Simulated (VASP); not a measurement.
A run of VASP 6.6.1:

INCAR

```
ALGO     = Fast           # electronic algorithm
EDIFF    = 1E-6           # SCF threshold, eV
ENCUT    = 520            # plane-wave cutoff, eV
GGA      = PE             # functional
ISIF     = 2              # what is computed and relaxed
ISMEAR   = 0              # smearing method
LASPH    = True           # aspherical terms in the spheres
LCHARG   = False          # write CHGCAR
LREAL    = False          # projectors in reciprocal space
LWAVE    = False          # write WAVECAR
NBANDS   = 26             # bands
NELM     = 100            # most SCF steps
PREC     = Accurate       # precision mode
SIGMA    = 0.1            # smearing width, eV
```

Contents of KPOINTS:

```
k-points
0
Gamma
  6 6 6
```

Contents of POSCAR:

```
CuRu2
1.0
    4.2894090048      0.0000000037      0.0000000000
   -2.1447045056      3.7147371635      0.0000000000
    0.0000000000      0.0000000000      2.5921112962
Cu Ru
1 2
Direct
    0.0000000000      0.0000000000      0.0000000000
    0.3333333333      0.6666666667      0.5000000000
    0.6666666667      0.3333333333      0.5000000000
```

Potentials or basis: VASP PAW PBE potentials, release 64 (Cu, Ru_pv).

Command:

```console
$ cat potpaw_PBE.64/Cu/POTCAR potpaw_PBE.64/Ru_pv/POTCAR > POTCAR
$ mpirun -np 1 vasp_std > vasp.out
```

Hardware: 1 thread of Intel(R) Xeon(R) Platinum 8488C (Sapphire Rapids) (shared host).

Question: Estimate the wall time of this run.

Answer: Run time: 28 s on 1 thread of Intel(R) Xeon(R) Platinum 8488C (Sapphire Rapids), on a shared host, peak memory 0.17 GiB. Counts: scf iterations 23, k points 28.
